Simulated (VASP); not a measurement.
A run of VASP 6.6.1 is set up as follows.

Contents of INCAR:

```
PREC = Accurate
ENCUT = 600
EDIFF = 1E-6
ISMEAR = -1
SIGMA = 0.1
LREAL = F
LASPH = T
NELM = 200
ALGO = Normal
ISIF = 2
LWAVE = F
LCHARG = F
ISPIN = 2
MAGMOM = 3.9 3.9 4.5 4.5 4.5 4.5
LORBIT = 11
LMAXMIX = 6
GGA = CA
NBANDS = 51
GGA_COMPAT = F
```

The input KPOINTS:

```
regular mesh
0
Gamma
  6 6 6
```

The input POSCAR:

```
ErFe2
1.0
    0.0000000000      3.6288781800      3.6288781800
    3.6288781800      0.0000000000      3.6288781800
    3.6288781800      3.6288781800      0.0000000000
Er Fe
2 4
Direct
    0.0000000000      0.0000000000      0.0000000000
    0.2500000000      0.2500000000      0.2500000000
    0.1249999979      0.6250000007      0.6250000007
    0.6250000007      0.6250000007      0.1250000007
    0.6250000021      0.1249999993      0.6249999993
    0.6250000007      0.6250000007      0.6250000007
```

Potentials or basis: VASP PAW PBE potentials, release 64 (Er, Fe).

Command:

```bash
$ cat potpaw_PBE.64/Er/POTCAR potpaw_PBE.64/Fe/POTCAR > POTCAR
$ mpirun -np 1 vasp_std > vasp.out
```

**Question.** What does it give for the site moments?

**Answer.** Er +2.62; Fe -1.58 μB.

**Question.** Estimate the net moment.

**Answer.** -0.82 μB per cell.

**Question.** Predict the pressure.

**Answer.** -15.0 GPa.

Caveat: the magnetic or orbital state may not be the lowest; the cell stands under tension; the PAW data sets were made with another functional, which shifts forces and pressure a little. The state reached can hang on the start; a lower one may exist.
